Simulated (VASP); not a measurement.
Crystal: MoS2.

```xyz
6
Lattice="3.1690 0.0000 0.0000 -1.5845 2.7444 0.0000 0.0000 0.0000 12.3240" Properties=species:S:1:pos:R:3 pbc="T T T"
Mo    0.0000    1.8296    3.0810
Mo    1.5845    0.9148    9.2430
S     0.0000    1.8296    7.6779
S     1.5845    0.9148    1.5159
S     0.0000    1.8296   10.8081
S     1.5845    0.9148    4.6461
```

Base run:

| Property | Result |
| --- | --- |
| Program | VASP 6.6.1 |
| Functional | PBE |
| Potentials or basis | VASP PAW PBE potentials, release 64 (Mo_sv, S) |
| Cutoff | 520 eV |
| k mesh | 8 × 8 × 2 |
| Occupations | gaussian, width 0.15 eV |
| Spin | no spin polarisation |

Its results: band gap on the k mesh 0.99 eV (least direct gap 1.94 eV); pressure 1.9 GPa; largest force 0.078 eV/Å.

Question: After a change of settings the same cell gave: band gap on the k mesh 1.22 eV (least direct gap 2.11 eV); pressure 1.6 GPa; largest force 0.136 eV/Å. Which change was it?
A. k mesh from 8 × 8 × 2 to 10 × 10 × 3
B. k mesh from 8 × 8 × 2 to 7 × 7 × 2
C. k mesh from 8 × 8 × 2 to 5 × 5 × 2
D. k mesh from 8 × 8 × 2 to 4 × 4 × 1; further incar settings from ALGO = Normal; EDIFF = 1e-06; NBANDS = 35 to ALGO = Normal; EDIFF = 1e-07; NBANDS = 35

Answer: D.

Caveats: some runs use coarse meshes; this functional lacks dispersion, which binds the layers, so the pressure and a relaxed spacing across them are unreliable; an odd mesh through Γ misses points on the zone boundary, where band edges can lie (at least some runs).
